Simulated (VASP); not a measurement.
# Li15Se8 (a cell with a defect) in VASP: relaxation of the atoms with PBEsol

Aim: the relaxation of the atoms of Li15Se8 (a cell with a defect) with PBEsol.

All numbers are computed with VASP 6.6.1; they aren't measurements. Logs are shortened: lines on timing, memory, paths and dates and some standing lists are left out, and cuts for length are marked.

## 1. The cell of the first run

The cell holds a defect, 23 atoms: a = 8.407 Å, b = 8.407 Å, c = 8.407 Å, α = 60.00°, β = 60.00°, γ = 60.00°.

## 2. Relaxation of the atoms, PBEsol

Contents of INCAR:

```
SYSTEM = Li15Se8
  PREC = Accurate
  ENCUT = 650
  EDIFF = 1E-7
  ISMEAR = 0
  SIGMA = 0.05
  LREAL = .False.
  LASPH = .True.
  NELM = 120
  ALGO = Normal
  ISIF = 2
  LWAVE = .False.
  LCHARG = .False.
  GGA = PS
  IBRION = 2
  NSW = 70
  EDIFFG = -0.02
  GGA_COMPAT = .False.
  NELMIN = 4
  KPAR = 4
```

Contents of KPOINTS:

```
Automatic mesh
0
Gamma
  4 4 4
  0 0 0
```

Contents of POSCAR:

```
Li15Se8
1.0
    5.9447526219      0.0000000000      5.9447526219
    5.9447526219      5.9447526219      0.0000000000
    0.0000000000      5.9447526219      5.9447526219
Li Se
15 8
Direct
    0.1250000000      0.6250000000      0.1250000000
    0.6250000000      0.1250000000      0.1250000000
    0.6250000000      0.6250000000      0.1250000000
    0.1250000000      0.1250000000      0.6250000000
    0.1250000000      0.6250000000      0.6250000000
    0.6250000000      0.1250000000      0.6250000000
    0.6250000000      0.6250000000      0.6250000000
    0.3750000000      0.3750000000      0.3750000000
    0.3750000000      0.8750000000      0.3750000000
    0.8750000000      0.3750000000      0.3750000000
    0.8750000000      0.8750000000      0.3750000000
    0.3750000000      0.3750000000      0.8750000000
    0.3750000000      0.8750000000      0.8750000000
    0.8750000000      0.3750000000      0.8750000000
    0.8750000000      0.8750000000      0.8750000000
    0.0000000000      0.0000000000      0.5000000000
    0.0000000000      0.5000000000      0.5000000000
    0.5000000000      0.0000000000      0.5000000000
    0.5000000000      0.5000000000      0.5000000000
    0.0000000000      0.0000000000      0.0000000000
    0.0000000000      0.5000000000      0.0000000000
    0.5000000000      0.0000000000      0.0000000000
    0.5000000000      0.5000000000      0.0000000000
```

Potentials or basis: VASP PAW PBE potentials, release 64 (Li_sv, Se).

The run is started by

```
> cat potpaw_PBE.64/Li_sv/POTCAR potpaw_PBE.64/Se/POTCAR > POTCAR
> mpirun -np 4 vasp_std > vasp.out
```

OUTCAR:

```text
SYSTEM = Li15Se8
   PREC = Accurate
   ENCUT = 650
   EDIFF = 1E-7
   ISMEAR = 0
   LREAL = .False.
   LASPH = .True.
   NELM = 120
   ISIF = 2
   GGA = PS
   IBRION = 2
   NSW = 70
   EDIFFG = -0.02
   NELMIN = 4

 ion  position               nearest neighbor table
   1  0.125  0.625  0.125-  17 2.57  20 2.57  23 2.57  21 2.57
   2  0.625  0.125  0.125-  18 2.57  20 2.57  23 2.57  22 2.57
   3  0.625  0.625  0.125-  19 2.57  21 2.57  22 2.57  23 2.57
   4  0.125  0.125  0.625-  17 2.57  18 2.57  20 2.57  16 2.57
   5  0.125  0.625  0.625-  16 2.57  19 2.57  21 2.57  17 2.57
   6  0.625  0.125  0.625-  16 2.57  19 2.57  22 2.57  18 2.57
   7  0.625  0.625  0.625-  17 2.57  18 2.57  23 2.57  19 2.57
   8  0.375  0.375  0.375-  17 2.57  18 2.57  23 2.57  19 2.57
   9  0.375  0.875  0.375-  16 2.57  19 2.57  22 2.57  18 2.57
  10  0.875  0.375  0.375-  16 2.57  19 2.57  21 2.57  17 2.57
  11  0.875  0.875  0.375-  17 2.57  18 2.57  20 2.57  16 2.57
  12  0.375  0.375  0.875-  19 2.57  21 2.57  22 2.57  23 2.57
  13  0.375  0.875  0.875-  18 2.57  20 2.57  23 2.57  22 2.57
  14  0.875  0.375  0.875-  17 2.57  20 2.57  23 2.57  21 2.57
  15  0.875  0.875  0.875-  16 2.57  21 2.57  22 2.57  20 2.57
  16  0.000  0.000  0.500-   5 2.57   6 2.57   9 2.57  10 2.57  15 2.57  11 2.57   4 2.57
  17  0.000  0.500  0.500-   1 2.57   4 2.57   7 2.57   8 2.57  11 2.57  14 2.57   5 2.57  10 2.57

  18  0.500  0.000  0.500-   2 2.57   4 2.57   7 2.57   8 2.57  11 2.57  13 2.57   6 2.57   9 2.57

  19  0.500  0.500  0.500-   3 2.57   5 2.57   6 2.57   9 2.57  10 2.57  12 2.57   8 2.57   7 2.57

  20  0.000  0.000  0.000-   1 2.57   2 2.57   4 2.57  11 2.57  13 2.57  14 2.57  15 2.57
  21  0.000  0.500  0.000-   3 2.57   5 2.57  10 2.57  12 2.57  15 2.57  14 2.57   1 2.57
  22  0.500  0.000  0.000-   3 2.57   6 2.57   9 2.57  12 2.57  15 2.57  13 2.57   2 2.57
  23  0.500  0.500  0.000-   1 2.57   2 2.57   7 2.57   8 2.57  13 2.57  14 2.57   3 2.57  12 2.57

  LATTYP: Found a face centered cubic cell.
 ALAT       =    11.8895052438

  Lattice vectors:

 A1 = (   5.9447526219,   0.0000000000,   5.9447526219)
 A2 = (   5.9447526219,   5.9447526219,   0.0000000000)
 A3 = (   0.0000000000,   5.9447526219,   5.9447526219)

Analysis of symmetry for initial positions (statically):
=====================================================================
 Subroutine PRICEL returns:
 Original cell was already a primitive cell.

 Routine SETGRP: Setting up the symmetry group for a
 face centered cubic supercell.

 Subroutine GETGRP returns: Found 24 space group operations
 (whereof  6 operations were pure point group operations)
 out of a pool of 48 trial point group operations.

The static configuration has the point symmetry C_3v.
 The point group associated with its full space group is T_d .

Analysis of symmetry for dynamics (positions and initial velocities):
=====================================================================
 Subroutine PRICEL returns:
 Original cell was already a primitive cell.

 Routine SETGRP: Setting up the symmetry group for a
 face centered cubic supercell.

 Subroutine GETGRP returns: Found 24 space group operations
 (whereof  6 operations were pure point group operations)
 out of a pool of 48 trial point group operations.

The dynamic configuration has the point symmetry C_3v.
 The point group associated with its full space group is T_d .

 Subroutine INISYM returns: Found 24 space group operations
 (whereof  6 operations are pure point group operations),
 and found     1 'primitive' translations

----------------------------------------------------------------------------------------

                                     Primitive cell

  volume of cell :     420.1761

  direct lattice vectors                    reciprocal lattice vectors
     5.944752622  0.000000000  5.944752622     0.084107789 -0.084107789  0.084107789
     5.944752622  5.944752622  0.000000000     0.084107789  0.084107789 -0.084107789
     0.000000000  5.944752622  5.944752622    -0.084107789  0.084107789  0.084107789

  length of vectors
     8.407149783  8.407149783  8.407149783     0.145678964  0.145678964  0.145678964

  position of ions in fractional coordinates (direct lattice)
     0.125000000  0.625000000  0.125000000
     0.625000000  0.125000000  0.125000000
     0.625000000  0.625000000  0.125000000
     0.125000000  0.125000000  0.625000000
     0.125000000  0.625000000  0.625000000
     0.625000000  0.125000000  0.625000000
[... 15 lines left out ...]
     0.500000000  0.000000000  0.000000000
     0.500000000  0.500000000  0.000000000

  ion indices of the primitive-cell ions
   primitive index   ion index
                 1           1
                 2           2
                 3           3
                 4           4
                 5           5
                 6           6
[... 15 lines left out ...]
                22          22
                23          23

----------------------------------------------------------------------------------------

 KPOINTS: Automatic mesh

Automatic generation of k-mesh.
 Grid dimensions read from file:
 generate k-points for:    4    4    4

 Generating k-lattice:

  Cartesian coordinates                     Fractional coordinates (reciprocal lattice)
     0.021026947 -0.021026947  0.021026947     0.250000000  0.000000000  0.000000000
     0.021026947  0.021026947 -0.021026947     0.000000000  0.250000000  0.000000000
    -0.021026947  0.021026947  0.021026947     0.000000000  0.000000000  0.250000000

  Length of vectors
     0.036419741  0.036419741  0.036419741

  Shift w.r.t. Gamma in fractional coordinates (k-lattice)
     0.000000000  0.000000000  0.000000000

 Subroutine IBZKPT returns following result:
 ===========================================

 Found      8 irreducible k-points:

 Following reciprocal coordinates:
            Coordinates               Weight
  0.000000  0.000000  0.000000      1.000000
  0.250000  0.000000  0.000000      8.000000
  0.500000  0.000000  0.000000      4.000000
  0.250000  0.250000  0.000000      6.000000
  0.500000  0.250000  0.000000     24.000000
 -0.250000  0.250000  0.000000     12.000000
  0.500000  0.500000  0.000000      3.000000
 -0.250000  0.500000  0.250000      6.000000
   k-points           NKPTS =      8   k-points in BZ     NKDIM =      8   number of bands    NBANDS=     58
   number of dos      NEDOS =    301   number of ions     NIONS =     23
   total plane-waves  NPLWV = 343000
   dimension x,y,z NGX =    70 NGY =   70 NGZ =   70
   dimension x,y,z NGXF=   140 NGYF=  140 NGZF=  140
   ions per type =              15   8
   NGX,Y,Z   is equivalent  to a cutoff of  13.84, 13.84, 13.84 a.u.
   NGXF,Y,Z  is equivalent  to a cutoff of  27.68, 27.68, 27.68 a.u.
 SYSTEM =  Li15Se8
   PREC   = accura    normal or accurate (medium, high low for compatibility)
   ISTART =      0    job   : 0-new  1-cont  2-samecut
   ICHARG =      2    charge: 1-file 2-atom 10-const
   ISPIN  =      1    spin polarized calculation?
   LNONCOLLINEAR =      F non collinear calculations
   LSORBIT =      F    spin-orbit coupling
   LASPH  =      T    aspherical Exc in radial PAW
   ENCUT  =  650.0 eV  47.77 Ry    6.91 a.u.  17.48 17.48 17.48*2*pi/ulx,y,z
   NELM   =    120;   NELMIN=  4; NELMDL= -5     # of ELM steps
   EDIFF  = 0.1E-06   stopping-criterion for ELM
   LREAL  =      F    real-space projection
   EDIFFG = -.2E-01   stopping-criterion for IOM
   NSW    =     70    number of steps for IOM
   IBRION =      2    ionic relax: 0-MD 1-quasi-New 2-CG
   NFREE  =      1    steps in history (QN), initial steepest desc. (CG)
   ISIF   =      2    stress and relaxation
   ISYM   =      2    0-nonsym 1-usesym 2-fastsym
   POTIM  = 0.5000    time-step for ionic-motion
   TEBEG  =    0.0;   TEEND  =   0.0 temperature during run
   PSTRESS=    0.0 pullay stress
   NELECT =      93.0000    total number of electrons
   NUPDOWN=      -1.0000    fix difference up-down
   EMIN   =  10.00;   EMAX   =-10.00  energy-range for DOS
   EFERMI =   0.00;   METHOD = LEGACY
   ISMEAR =     0;   SIGMA  =   0.05  broadening in eV -4-tet -1-fermi 0-gaus
   EFERMI_NEDOS =   21; number of points for ismear=-14 and -15
   IALGO  =     38    algorithm
   IMIX   =      4    mixing-type and parameters
     AMIX     =   0.40;   BMIX     =  1.00
     AMIX_MAG =   1.60;   BMIX_MAG =  1.00
  volume/ion in A,a.u.               =      18.27       123.28
  Fermi-wavevector in a.u.,A,eV,Ry     =   0.990282  1.871361 13.342656  0.980658
  Thomas-Fermi vector in A             =   2.121941
   LORBIT       =      0    0 simple, 1 ext, 2 COOP (PROOUT), +10 PAW based schemes
   GGA     = PS    functional components
   LHFCALC =     F    Hartree Fock is set to
   AEXX    =    0.0000 exact exchange contribution
   IVDW    =     0    specifies the selected vdW correction
   LEPSILON=     F    determine dielectric tensor
   LRPA    =     F    only Hartree local field effects (RPA)
 conjugate gradient relaxation of ions
 non-spin polarized calculation
 Gauss-broadening in eV      SIGMA  =   0.05
  energy-cutoff  :      650.00
  volume of cell :      420.18
 maximum number of plane-waves:     15865
 NGX is ok and might be reduce to    70
   NGX = 35   NGY = 35   NGZ = 35

--------------------------------------- Ionic step        1  -------------------------------------------

 number of electron      92.9999944 magnetization

 Free energy of the ion-electron system (eV)
  ---------------------------------------------------
  ext. energy  EPLUGINS =         0.00000000
  ---------------------------------------------------
  free energy    TOTEN  =       -87.33379374 eV

  energy without entropy =      -87.32687978  energy(sigma->0) =      -87.33033676

------------------------ aborting loop because EDIFF is reached ----------------------------------------

  FORCE on cell =-STRESS in cart. coord.  units (eV):
  Direction    XX          YY          ZZ          XY          YZ          ZX
  --------------------------------------------------------------------------------------
  -------------------------------------------------------------------------------------
  Total       -1.0058135     -1.0058135     -1.0058135      0.0000000      0.0000000     -0.0000000
  in kB       -3.8352767     -3.8352767     -3.8352767      0.0000000      0.0000000     -0.0000000
  external PRESSURE =      -3.8352767 kB  Pullay stress =       0.0000000 kB
[... 327 lines left out ...]
  energy  without entropy=      -87.4044818416  energy(sigma->0) =      -87.40672599

--------------------------------------- Ionic step        7  -------------------------------------------

 number of electron      92.9999980 magnetization

 Free energy of the ion-electron system (eV)
  ---------------------------------------------------
  ext. energy  EPLUGINS =         0.00000000
  ---------------------------------------------------
  free energy    TOTEN  =       -87.41019731 eV

  energy without entropy =      -87.40589214  energy(sigma->0) =      -87.40804472

 E-fermi :   0.7648     XC(G=0):  -8.3882

 val. band max:        0.7263249640   @ k =   0.5000   0.0000   0.0000
 cond. band min:       0.8303988994   @ k =  -0.2500   0.2500   0.0000
 fundamental gap:      0.1040739355
 Fermi energy:         0.7647536681

 k-point     1 :       0.0000    0.0000    0.0000
  band No.  band energies     occupation
      1     -43.1297      2.00000
      2     -43.1165      2.00000
      3     -43.1120      2.00000
      4     -43.1120      2.00000
      5     -43.1117      2.00000
      6     -43.1117      2.00000
[... 527 lines left out ...]
  FREE ENERGIE OF THE ION-ELECTRON SYSTEM (eV)
  ---------------------------------------------------
  free  energy   TOTEN  =       -87.4101973133 eV

  energy  without entropy=      -87.4058921366  energy(sigma->0) =      -87.40804472

 reached required accuracy - stopping structural energy minimisation
```

It took 8.9 min on 4 MPI ranks of AMD EPYC 9R45 (Zen 5), shared host; peak memory 0.89 GiB.

What came out:

```
Free energy                  : -87.4102 eV
Energy gained by relaxing    : 3.3 meV/atom
Ionic steps                  : 7
Pressure after relaxing      : -0.3 GPa
Largest force after relaxing : 0.015 eV/Å
```

Forces on the atoms (eV/Å):
```
Li   0.000  0.000  0.013
Li   0.000  0.013  0.000
Li  -0.013  0.000  0.000
Li   0.013  0.000  0.000
Li   0.000 -0.013  0.000
Li   0.000  0.000 -0.013
Li   0.000  0.000  0.000
Li   0.000  0.000  0.000
Li   0.000  0.000 -0.002
Li   0.000 -0.002  0.000
Li   0.002  0.000  0.000
Li  -0.002  0.000  0.000
Li   0.000  0.002  0.000
Li   0.000  0.000  0.002
Li   0.000  0.000  0.000
Se  -0.009  0.009  0.009
Se   0.000  0.000  0.000
Se   0.000  0.000  0.000
Se   0.000  0.000  0.000
Se  -0.009 -0.009 -0.009
Se   0.009  0.009 -0.009
Se   0.009 -0.009  0.009
Se   0.000  0.000  0.000
```

Step by step:
```
step  energy change (eV)  largest force (eV/Å)  pressure (GPa)
   1              0.0000                0.2013           -0.38
   2             -0.0159                0.1808           -0.37
   3             -0.0516                0.1218           -0.33
   4             -0.0703                0.1001           -0.21
   5             -0.0721                0.0641           -0.24
   6             -0.0752                0.0273           -0.26
   7             -0.0764                0.0147           -0.27
```

Final structure:
```yaml
crystal:
  lattice:
    - [5.94475, 0.00000, 5.94475]
    - [5.94475, 5.94475, 0.00000]
    - [0.00000, 5.94475, 5.94475]
  atoms:
    - { symbol: Li, position: [0.12309, 0.62691, 0.12309] }
    - { symbol: Li, position: [0.62691, 0.12309, 0.12309] }
    - { symbol: Li, position: [0.62691, 0.62691, 0.12309] }
    - { symbol: Li, position: [0.12309, 0.12309, 0.62691] }
    - { symbol: Li, position: [0.12309, 0.62691, 0.62691] }
    - { symbol: Li, position: [0.62691, 0.12309, 0.62691] }
    - { symbol: Li, position: [0.62500, 0.62500, 0.62500] }
    - { symbol: Li, position: [0.37500, 0.37500, 0.37500] }
    - { symbol: Li, position: [0.36661, 0.88339, 0.36661] }
    - { symbol: Li, position: [0.88339, 0.36661, 0.36661] }
    - { symbol: Li, position: [0.88339, 0.88339, 0.36661] }
    - { symbol: Li, position: [0.36661, 0.36661, 0.88339] }
    - { symbol: Li, position: [0.36661, 0.88339, 0.88339] }
    - { symbol: Li, position: [0.88339, 0.36661, 0.88339] }
    - { symbol: Li, position: [0.87500, 0.87500, 0.87500] }
    - { symbol: Se, position: [0.99781, 0.99781, 0.50656] }
    - { symbol: Se, position: [0.99972, 0.50009, 0.50009] }
    - { symbol: Se, position: [0.50009, 0.99972, 0.50009] }
    - { symbol: Se, position: [0.50009, 0.50009, 0.50009] }
    - { symbol: Se, position: [0.99781, 0.99781, 0.99781] }
    - { symbol: Se, position: [0.99781, 0.50656, 0.99781] }
    - { symbol: Se, position: [0.50656, 0.99781, 0.99781] }
    - { symbol: Se, position: [0.50009, 0.50009, 0.99972] }
```

Caveat: the PAW data sets were made with another functional, which shifts forces and pressure a little.
